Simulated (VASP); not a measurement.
# SiC (Fm-3m) in VASP: notebook

SiC is run at these levels: PBE; tasks: single point.

Program: VASP 6.6.1. These are calculated values, not measurements. Logs are shortened: lines on timing, memory, paths and dates and some standing lists are left out, and cuts for length are marked.

### 1 The cell of the first run

It takes space group Fm-3m (No. 225, cubic). The conventional cell has a = 3.636 Å, b = 3.636 Å, c = 3.636 Å, α = 90.00°, β = 90.00°, γ = 90.00°. C (site symmetry m-3m) has 6 Si at 1.82 Å within 2.4 Å. Within 2.4 Å of Si (site symmetry m-3m) lie 6 C at 1.82 Å.

### 2 Single point, PBE (volume scaled by 0.720)

File INCAR:

```
PREC = Accurate
ENCUT = 520
EDIFF = 1E-6
ISMEAR = 0
SIGMA = 0.05
LREAL = F
LASPH = T
NELM = 60
ALGO = Normal
ISIF = 2
LWAVE = F
LCHARG = F
GGA = PE
NBANDS = 11
```

File KPOINTS:

```
regular mesh
0
Gamma
  20 20 20
```

File POSCAR:

```
SiC
1.0
    0.0000000000      1.8181372181      1.8181372181
    1.8181372181      0.0000000000      1.8181372181
    1.8181372181      1.8181372181      0.0000000000
C Si
1 1
Direct
    0.0000000000      0.0000000000      0.0000000000
    0.5000000000      0.5000000000      0.5000000000
```

Potentials or basis: VASP PAW PBE potentials, release 64 (C, Si).

Command:

```bash
$ cat potpaw_PBE.64/C/POTCAR potpaw_PBE.64/Si/POTCAR > POTCAR
$ mpirun -np 1 vasp_std > vasp.out
```

OUTCAR:

```text
PREC = Accurate
   ENCUT = 520
   EDIFF = 1E-6
   ISMEAR = 0
   LREAL = F
   LASPH = T
   NELM = 60
   ISIF = 2
   GGA = PE

 ion  position               nearest neighbor table
   1  0.000  0.000  0.000-   2 1.82   2 1.82   2 1.82   2 1.82   2 1.82   2 1.82
   2  0.500  0.500  0.500-   1 1.82   1 1.82   1 1.82   1 1.82   1 1.82   1 1.82

  LATTYP: Found a face centered cubic cell.
 ALAT       =     3.6362744362

  Lattice vectors:

 A1 = (   0.0000000000,   1.8181372181,   1.8181372181)
 A2 = (   1.8181372181,   0.0000000000,   1.8181372181)
 A3 = (   1.8181372181,   1.8181372181,   0.0000000000)

Analysis of symmetry for initial positions (statically):
=====================================================================
 Subroutine PRICEL returns:
 Original cell was already a primitive cell.

 Routine SETGRP: Setting up the symmetry group for a
 face centered cubic supercell.

 Subroutine GETGRP returns: Found 48 space group operations
[... 9 lines left out ...]

 Routine SETGRP: Setting up the symmetry group for a
 face centered cubic supercell.

 Subroutine GETGRP returns: Found 48 space group operations
[... 11 lines left out ...]
                                     Primitive cell

  volume of cell :      12.0202

  direct lattice vectors                    reciprocal lattice vectors
     0.000000000  1.818137218  1.818137218    -0.275006746  0.275006746  0.275006746
     1.818137218  0.000000000  1.818137218     0.275006746 -0.275006746  0.275006746
     1.818137218  1.818137218  0.000000000     0.275006746  0.275006746 -0.275006746

  length of vectors
     2.571234312  2.571234312  2.571234312     0.476325656  0.476325656  0.476325656

  position of ions in fractional coordinates (direct lattice)
     0.000000000  0.000000000  0.000000000
     0.500000000  0.500000000  0.500000000

  ion indices of the primitive-cell ions
   primitive index   ion index
                 1           1
                 2           2

----------------------------------------------------------------------------------------

 KPOINTS: regular mesh

Automatic generation of k-mesh.
 Grid dimensions read from file:
 generate k-points for:   20   20   20

 Generating k-lattice:

  Cartesian coordinates                     Fractional coordinates (reciprocal lattice)
    -0.013750337  0.013750337  0.013750337     0.050000000  0.000000000  0.000000000
     0.013750337 -0.013750337  0.013750337     0.000000000  0.050000000  0.000000000
     0.013750337  0.013750337 -0.013750337     0.000000000  0.000000000  0.050000000

  Length of vectors
     0.023816283  0.023816283  0.023816283

  Shift w.r.t. Gamma in fractional coordinates (k-lattice)
     0.000000000  0.000000000  0.000000000

 Subroutine IBZKPT returns following result:
 ===========================================

 Found    256 irreducible k-points:

 Following reciprocal coordinates:
            Coordinates               Weight
  0.000000  0.000000  0.000000      1.000000
  0.050000  0.000000  0.000000      8.000000
  0.100000  0.000000  0.000000      8.000000
  0.150000  0.000000  0.000000      8.000000
  0.200000  0.000000  0.000000      8.000000
  0.250000  0.000000  0.000000      8.000000
[... 16 lines left out ...]
 -0.400000  0.050000  0.000000     24.000000
 -0.350000  0.050000  0.000000     24.000000
 [... further k-points ...]
   k-points           NKPTS =    256   k-points in BZ     NKDIM =    256   number of bands    NBANDS=     11
   number of dos      NEDOS =    301   number of ions     NIONS =      2
   total plane-waves  NPLWV =   8000
   dimension x,y,z NGX =    20 NGY =   20 NGZ =   20
   dimension x,y,z NGXF=    40 NGYF=   40 NGZF=   40
   ions per type =               1   1
   NGX,Y,Z   is equivalent  to a cutoff of  12.93, 12.93, 12.93 a.u.
   NGXF,Y,Z  is equivalent  to a cutoff of  25.86, 25.86, 25.86 a.u.
 SYSTEM =  unknown system
   PREC   = accura    normal or accurate (medium, high low for compatibility)
   ISTART =      0    job   : 0-new  1-cont  2-samecut
   ICHARG =      2    charge: 1-file 2-atom 10-const
   ISPIN  =      1    spin polarized calculation?
   LNONCOLLINEAR =      F non collinear calculations
   LSORBIT =      F    spin-orbit coupling
   LASPH  =      T    aspherical Exc in radial PAW
   ENCUT  =  520.0 eV  38.22 Ry    6.18 a.u.   4.78  4.78  4.78*2*pi/ulx,y,z
   NELM   =     60;   NELMIN=  2; NELMDL= -5     # of ELM steps
   EDIFF  = 0.1E-05   stopping-criterion for ELM
   LREAL  =      F    real-space projection
   EDIFFG = 0.1E-04   stopping-criterion for IOM
   NSW    =      0    number of steps for IOM
   IBRION =     -1    ionic relax: 0-MD 1-quasi-New 2-CG
   NFREE  =      0    steps in history (QN), initial steepest desc. (CG)
   ISIF   =      2    stress and relaxation
   ISYM   =      2    0-nonsym 1-usesym 2-fastsym
   POTIM  = 0.5000    time-step for ionic-motion
   TEBEG  =    0.0;   TEEND  =   0.0 temperature during run
   PSTRESS=    0.0 pullay stress
   NELECT =       8.0000    total number of electrons
   NUPDOWN=      -1.0000    fix difference up-down
   EMIN   =  10.00;   EMAX   =-10.00  energy-range for DOS
   EFERMI =   0.00;   METHOD = LEGACY
   ISMEAR =     0;   SIGMA  =   0.05  broadening in eV -4-tet -1-fermi 0-gaus
   EFERMI_NEDOS =   21; number of points for ismear=-14 and -15
   IALGO  =     38    algorithm
   IMIX   =      4    mixing-type and parameters
     AMIX     =   0.40;   BMIX     =  1.00
     AMIX_MAG =   1.60;   BMIX_MAG =  1.00
  volume/ion in A,a.u.               =       6.01        40.56
  Fermi-wavevector in a.u.,A,eV,Ry     =   1.429338  2.701057 27.796786  2.043006
  Thomas-Fermi vector in A             =   2.549302
   LORBIT       =      0    0 simple, 1 ext, 2 COOP (PROOUT), +10 PAW based schemes
   GGA     = PE    functional components
   LHFCALC =     F    Hartree Fock is set to
   AEXX    =    0.0000 exact exchange contribution
   IVDW    =     0    specifies the selected vdW correction
   LEPSILON=     F    determine dielectric tensor
   LRPA    =     F    only Hartree local field effects (RPA)
 non-spin polarized calculation
 Gauss-broadening in eV      SIGMA  =   0.05
  energy-cutoff  :      520.00
  volume of cell :       12.02
 maximum number of plane-waves:       332
   NGX =  9   NGY =  9   NGZ =  9

 number of electron       8.0000001 magnetization

 Free energy of the ion-electron system (eV)
  ---------------------------------------------------
  ext. energy  EPLUGINS =         0.00000000
  ---------------------------------------------------
  free energy    TOTEN  =       -11.77818464 eV

  energy without entropy =      -11.77818464  energy(sigma->0) =      -11.77818464

 E-fermi :  18.2069     XC(G=0): -14.2147

 val. band max:       18.0173426104   @ k =   0.0000   0.0000   0.0000
 cond. band min:      18.8316068653   @ k =   0.5000   0.5000   0.0000
 fundamental gap:      0.8142642548
 Fermi energy:        18.2068852194

 k-point     1 :       0.0000    0.0000    0.0000
  band No.  band energies     occupation
      1      -4.6145      2.00000
      2      18.0173      2.00000
      3      18.0173      2.00000
      4      18.0173      2.00000
      5      26.9946      0.00000
      6      26.9946      0.00000
      7      26.9946      0.00000
      8      32.1760      0.00000
      9      33.5507      0.00000
     10      33.5507      0.00000
     11      34.1444      0.00000

 k-point     2 :       0.0500    0.0000    0.0000
  band No.  band energies     occupation
      1      -4.5394      2.00000
      2      17.5928      2.00000
      3      17.9384      2.00000
      4      17.9384      2.00000
      5      26.9010      0.00000
      6      27.1606      0.00000
      7      27.1606      0.00000
      8      32.2830      0.00000
      9      32.6592      0.00000
     10      32.6592      0.00000
     11      34.7113      0.00000

 k-point     3 :       0.1000    0.0000    0.0000
  band No.  band energies     occupation
      1      -4.3144      2.00000
      2      16.4562      2.00000
      3      17.7234      2.00000
      4      17.7234      2.00000
      5      26.6965      0.00000
      6      27.5916      0.00000
      7      27.5916      0.00000
      8      31.4453      0.00000
      9      31.4453      0.00000
     10      32.6067      0.00000
     11      34.9238      0.00000

 k-point     4 :       0.1500    0.0000    0.0000
  band No.  band energies     occupation
      1      -3.9405      2.00000
      2      14.8811      2.00000
      3      17.4230      2.00000
      4      17.4230      2.00000
      5      26.4833      0.00000
      6      27.9892      0.00000
      7      27.9892      0.00000
      8      30.6751      0.00000
      9      30.6751      0.00000
     10      33.1140      0.00000
     11      34.4893      0.00000

 k-point     5 :       0.2000    0.0000    0.0000
  band No.  band energies     occupation
      1      -3.4194      2.00000
      2      13.0960      2.00000
      3      17.0900      2.00000
      4      17.0900      2.00000
      5      26.3050      0.00000
      6      27.7616      0.00000
      7      27.7616      0.00000
      8      30.9438      0.00000
      9      30.9438      0.00000
     10      33.6793      0.00000
     11      34.0134      0.00000
[... 211 lines left out ...]
 k-point    21 :       0.5000    0.0500    0.0000
  band No.  band energies     occupation
      1       1.8943      2.00000
      2       3.7736      2.00000
      3      15.6014      2.00000
      4      15.7737      2.00000
      5      24.6746      0.00000
      6      25.2691      0.00000
      7      26.3423      0.00000
      8      31.9020      0.00000
      9      36.8592      0.00000
     10      38.4609      0.00000
     11      38.9982      0.00000

 k-point    22 :      -0.4500    0.0500    0.0000
  band No.  band energies     occupation
      1       1.6060      2.00000
      2       4.1031      2.00000
      3      15.5008      2.00000
      4      15.8987      2.00000
      5      24.8411      0.00000
      6      25.1663      0.00000
      7      26.3286      0.00000
      8      31.9437      0.00000
      9      36.8761      0.00000
     10      38.1174      0.00000
     11      38.8395      0.00000

 k-point    23 :      -0.4000    0.0500    0.0000
  band No.  band energies     occupation
      1       0.4943      2.00000
      2       5.5011      2.00000
      3      15.4791      2.00000
      4      16.0943      2.00000
      5      25.1765      0.00000
      6      25.2402      0.00000
      7      26.3068      0.00000
      8      32.1609      0.00000
      9      36.3740      0.00000
     10      36.5360      0.00000
     11      38.3445      0.00000

 k-point    24 :      -0.3500    0.0500    0.0000
  band No.  band energies     occupation
      1      -0.5999      2.00000
      2       7.1217      2.00000
      3      15.5398      2.00000
      4      16.3512      2.00000
      5      25.4931      0.00000
      6      25.6707      0.00000
      7      26.2888      0.00000
      8      32.5314      0.00000
      9      34.7798      0.00000
     10      35.4564      0.00000
     11      37.3734      0.00000

 [... further k-points ...]
[... 5 lines left out ...]
  --------------------------------------------------------------------------------------
  -------------------------------------------------------------------------------------
  Total       12.2752471     12.2752471     12.2752471      0.0000000      0.0000000      0.0000000
  in kB     1636.1791604   1636.1791604   1636.1791604      0.0000000      0.0000000      0.0000000
  external PRESSURE =    1636.1791604 kB  Pullay stress =       0.0000000 kB

 VOLUME and BASIS-vectors are now :
 -----------------------------------------------------------------------------
  energy-cutoff  :      520.00
  volume of cell :       12.02
      direct lattice vectors                 reciprocal lattice vectors
     0.000000000  1.818137218  1.818137218    -0.275006746  0.275006746  0.275006746
     1.818137218  0.000000000  1.818137218     0.275006746 -0.275006746  0.275006746
     1.818137218  1.818137218  0.000000000     0.275006746  0.275006746 -0.275006746

 POSITION                                       TOTAL-FORCE (eV/Angst)
 -----------------------------------------------------------------------------------
      0.00000      0.00000      0.00000         0.000000     -0.000000      0.000000
      1.81814      1.81814      1.81814        -0.000000      0.000000     -0.000000
 -----------------------------------------------------------------------------------
    total drift:                                0.000000     -0.000000     -0.000000

  FREE ENERGIE OF THE ION-ELECTRON SYSTEM (eV)
  ---------------------------------------------------
  free  energy   TOTEN  =       -11.7781846400 eV

  energy  without entropy=      -11.7781846400  energy(sigma->0) =      -11.77818464
```

It took 14 s on 1 thread of Intel Xeon 6975P-C (Granite Rapids), shared host; peak memory 0.14 GiB.

What came out:

* Free energy: -11.7782 eV
* Pressure: 163.6 GPa
* Band gap on the k mesh: 0.81 eV, indirect (least direct gap 6.53 eV)

Caveat: the cell differs from its parent crystal (volume scaled by 0.720). A k mesh can miss the band edges.

### 3 Single point, PBE

This run uses another cell than the first one, of 8.35 Å³/atom, 1.389 times its volume.

File INCAR:

```
PREC     = Accurate       # precision mode
ENCUT    = 520            # plane-wave cutoff, eV
EDIFF    = 1E-7           # SCF threshold, eV
ISMEAR   = 0              # smearing method
SIGMA    = 0.05           # smearing width, eV
LREAL    = F              # projectors in reciprocal space
LASPH    = T              # aspherical terms in the spheres
NELM     = 60             # most SCF steps
ALGO     = Normal         # electronic algorithm
ISIF     = 2              # what is computed and relaxed
LWAVE    = F              # write WAVECAR
LCHARG   = F              # write CHGCAR
GGA      = PE             # functional
NBANDS   = 11             # bands
```

File KPOINTS:

```
Automatic mesh
0
Gamma
  18 18 18
```

File POSCAR:

```
SiC
1.0
    0.0000000000      2.0285349359      2.0285349359
    2.0285349359      0.0000000000      2.0285349359
    2.0285349359      2.0285349359      0.0000000000
C Si
1 1
Direct
    0.0000000000      0.0000000000      0.0000000000
    0.5000000000      0.5000000000      0.5000000000
```

Potentials or basis: VASP PAW PBE potentials, release 64 (C, Si).

Command:

```bash
$ cat potpaw_PBE.64/C/POTCAR potpaw_PBE.64/Si/POTCAR > POTCAR
$ mpirun -np 1 vasp_std > vasp.out
```

OUTCAR:

```text
PREC = Accurate
   ENCUT = 520
   EDIFF = 1E-7
   ISMEAR = 0
   LREAL = F
   LASPH = T
   NELM = 60
   ISIF = 2
   GGA = PE

 ion  position               nearest neighbor table
   1  0.000  0.000  0.000-   2 2.03   2 2.03   2 2.03   2 2.03   2 2.03   2 2.03
   2  0.500  0.500  0.500-   1 2.03   1 2.03   1 2.03   1 2.03   1 2.03   1 2.03

  LATTYP: Found a face centered cubic cell.
 ALAT       =     4.0570698718

  Lattice vectors:

 A1 = (   0.0000000000,   2.0285349359,   2.0285349359)
 A2 = (   2.0285349359,   0.0000000000,   2.0285349359)
 A3 = (   2.0285349359,   2.0285349359,   0.0000000000)

Analysis of symmetry for initial positions (statically):
=====================================================================
 Subroutine PRICEL returns:
 Original cell was already a primitive cell.

 Routine SETGRP: Setting up the symmetry group for a
 face centered cubic supercell.

 Subroutine GETGRP returns: Found 48 space group operations
[... 9 lines left out ...]

 Routine SETGRP: Setting up the symmetry group for a
 face centered cubic supercell.

 Subroutine GETGRP returns: Found 48 space group operations
[... 11 lines left out ...]
                                     Primitive cell

[... 142 lines left out ...]
 cond. band min:      12.2229985137   @ k =  -0.1667   0.0556   0.0000
 fundamental gap:      0.0430756700
 Fermi energy:        12.2194419547

 k-point     1 :       0.0000    0.0000    0.0000
  band No.  band energies     occupation
      1      -6.0909      2.00000
      2      12.3060      0.01435
      3      12.3060      0.01435
      4      12.3060      0.01434
      5      19.6659      0.00000
      6      21.2468      0.00000
      7      21.2468      0.00000
      8      21.2468      0.00000
      9      24.9394      0.00000
     10      24.9394      0.00000
     11      24.9394      0.00000
[... 309 lines left out ...]
 k-point    24 :      -0.2222    0.0556    0.0000
  band No.  band energies     occupation
      1      -4.6323      2.00000
      2       7.1624      2.00000
      3      10.9558      2.00000
      4      12.0507      2.00000
      5      19.1791      0.00000
      6      19.2717      0.00000
      7      19.8558      0.00000
      8      22.5813      0.00000
      9      23.7799      0.00000
     10      24.4483      0.00000
     11      25.9157      0.00000

 [... further k-points ...]
[... 5 lines left out ...]
  --------------------------------------------------------------------------------------
  -------------------------------------------------------------------------------------
  Total        0.0221518      0.0221518      0.0221518     -0.0000000      0.0000000     -0.0000000
  in kB        2.1258963      2.1258963      2.1258963     -0.0000000      0.0000000     -0.0000000
  external PRESSURE =       2.1258963 kB  Pullay stress =       0.0000000 kB

 VOLUME and BASIS-vectors are now :
 -----------------------------------------------------------------------------
  energy-cutoff  :      520.00
  volume of cell :       16.69
      direct lattice vectors                 reciprocal lattice vectors
     0.000000000  2.028534936  2.028534936    -0.246483307  0.246483307  0.246483307
     2.028534936  0.000000000  2.028534936     0.246483307 -0.246483307  0.246483307
     2.028534936  2.028534936  0.000000000     0.246483307  0.246483307 -0.246483307

 POSITION                                       TOTAL-FORCE (eV/Angst)
 -----------------------------------------------------------------------------------
      0.00000      0.00000      0.00000        -0.000000     -0.000000      0.000000
      2.02853      2.02853      2.02853         0.000000      0.000000     -0.000000
 -----------------------------------------------------------------------------------
    total drift:                                0.000000     -0.000000     -0.000000

  FREE ENERGIE OF THE ION-ELECTRON SYSTEM (eV)
  ---------------------------------------------------
  free  energy   TOTEN  =       -13.5756409470 eV

  energy  without entropy=      -13.5753553555  energy(sigma->0) =      -13.57549815
```

stdout:

```text
POSCAR found type information on POSCAR C Si
 POSCAR found :  2 types and       2 ions
 scaLAPACK will be used
 LDA part: xc-table for (Slater+PW92), standard interpolation
 POSCAR, INCAR and KPOINTS ok, starting setup
 FFT: planning ... GRIDC
 FFT: planning ... GRID_SOFT
 FFT: planning ... GRID
 WAVECAR not read
 entering main loop
```

It took 12 s on 1 thread of Intel Xeon 6975P-C (Granite Rapids), shared host; peak memory 0.15 GiB.

Results:

* Free energy: -13.5756 eV
* Pressure: 0.2 GPa
* Band gap on the k mesh: zero (band 4 reaches 12.39 eV, above the bottom of band 5 at 11.33 eV)

Levels at points of the mesh, in eV from the Fermi level:
| k point | band 1 | band 2 | band 3 | band 4 | band 5 | band 6 | band 7 | band 8 | band 9 |
| --- | --- | --- | --- | --- | --- | --- | --- | --- | --- |
| (0.00, 0.00, 0.00) | -18.31 | 0.09 | 0.09 | 0.09 | 7.45 | 9.03 | 9.03 | 9.03 | 12.72 |
| (0.50, 0.00, 0.00) | -13.16 | -11.41 | -0.95 | -0.95 | 5.32 | 5.32 | 5.96 | 9.61 | 14.84 |
| (0.50, 0.50, 0.00) | -11.41 | -9.66 | -4.19 | -4.19 | -0.89 | 2.65 | 14.83 | 14.83 | 15.09 |
